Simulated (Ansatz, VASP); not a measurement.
# ZnSe: VASP beside Ansatz

```xyz
2
Lattice="0.0000 2.7156 2.7156 2.7156 0.0000 2.7156 2.7156 2.7156 0.0000" Properties=species:S:1:pos:R:3 pbc="T T T"
Se    0.0000    0.0000    0.0000
Zn    2.7156    2.7156    2.7156
```

Alike in both runs: task single point; functional PBE; k mesh 12 × 12 × 12; occupations gaussian, width 0.05 eV; no spin polarisation.

|  | VASP | Ansatz |
| --- | --- | --- |
| version | VASP 6.6.1 | Ansatz 0.2.0 |
| potentials or method | VASP PAW PBE potentials, release 64 (Se, Zn), cutoff 520 eV | scalar-relativistic, plane waves, PAW |
| valence electrons in the cell | 18 | 28 |

VASP gave:

| Item | Value |
| --- | --- |
| gap on the k mesh at the Fermi level (eV) | none |
| pressure (GPa) | -2.1 |

Task: Which values does Ansatz return?

Result: gap on the k mesh at the Fermi level (eV): none; pressure (GPa): -2.3.

A gap of «none» marks a metal or a gap that the smearing closes. VASP's potentials hold 18 valence electrons a cell and Ansatz's 28, so a difference there can come from the potentials and not from the codes.
